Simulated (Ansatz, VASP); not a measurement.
## GaN: VASP beside Ansatz

File POSCAR:

```
GaN
1.0
   -0.0727059848      2.1201498589      2.1201498589
    2.1201498589     -0.0727059848      2.1201498589
    2.1201498589      2.1201498589     -0.0727059848
Ga N
1 1
Direct
    0.0000000000      0.0000000000      0.0000000000
    0.5000000000      0.5000000000      0.5000000000
```

The input INCAR.step1:

```
  PREC = Accurate
  ENCUT = 520
  ISMEAR = -1
  SIGMA = 0.02
  LREAL = False
  LASPH = True
  NELM = 80
  NBANDS = 16
  GGA = PE
  ALGO = Normal
  EDIFF = 1E-4
  LWAVE = True
  LCHARG = False
```

Contents of INCAR.step2:

```
  PREC = Accurate
  ENCUT = 520
  EDIFF = 1E-6
  ISMEAR = -1
  SIGMA = 0.02
  LREAL = False
  LASPH = True
  NELM = 80
  ALGO = Normal
  ISIF = 2
  LWAVE = False
  LCHARG = False
  METAGGA = R2SCAN
  LMIXTAU = True
  NBANDS = 16
  ISTART = 1
```

File KPOINTS:

```
regular mesh
0
Gamma
  10 10 10
```

Input for Ansatz:

```yaml
crystal:
  lattice:
    - [-0.0727059848, 2.1201498589, 2.1201498589]
    - [2.1201498589, -0.0727059848, 2.1201498589]
    - [2.1201498589, 2.1201498589, -0.0727059848]
  atoms:
    - { symbol: Ga, position: [0.0, 0.0, 0.0] }
    - { symbol: "N", position: [0.5, 0.5, 0.5] }
kpoints:
  mp_grid: { grid: [10, 10, 10] }
  band_path:
    path:
      - [0.0, 0.0, 0.0]
      - [0.5, 0.0, 0.5]
      - [0.625, 0.25, 0.625]
      - [0.375, 0.375, 0.75]
      - [0.5, 0.5, 0.5]
      - [0.5, 0.25, 0.75]
      - [0.0, 0.169271, -0.169271]
      - [0.0, 0.5, 0.5]
    npoints: 1
hamiltonian:
  xc: r2scan
scf:
  occupations: { method: fermi_dirac, width: 0.02 }
  n_extra_bands: 4
output:
  forces: true
  stress: true
  eigenvalues: true
```

Change from the starting cell: epitaxial_111 strain +4.0%.

Alike in both runs: task single point; functional r2SCAN; k mesh 10 × 10 × 10; occupations fermi-dirac, width 0.02 eV; no spin polarisation.

|  | VASP | Ansatz |
| --- | --- | --- |
| version | VASP 6.6.1 | Ansatz 0.2.0 |
| potentials or method | VASP PAW PBE potentials, release 64 (Ga_d, N) | plane waves, PAW |
| plane-wave cutoff (eV) | 520 | 500 |
| valence electrons in the cell | 18 | 18 |

Ansatz gave:

| Quantity | Value |
| --- | --- |
| pressure (GPa) | -13.8 |
| traceless stress, the component that is largest in VASP (GPa) | 6.90 |

**Question.** What did VASP give for the same quantities?

**Answer.** Pressure (GPa): -13.1; traceless stress, the component that is largest in VASP (GPa): 6.90.

VASP's potentials were made for PBE, not for r2SCAN.
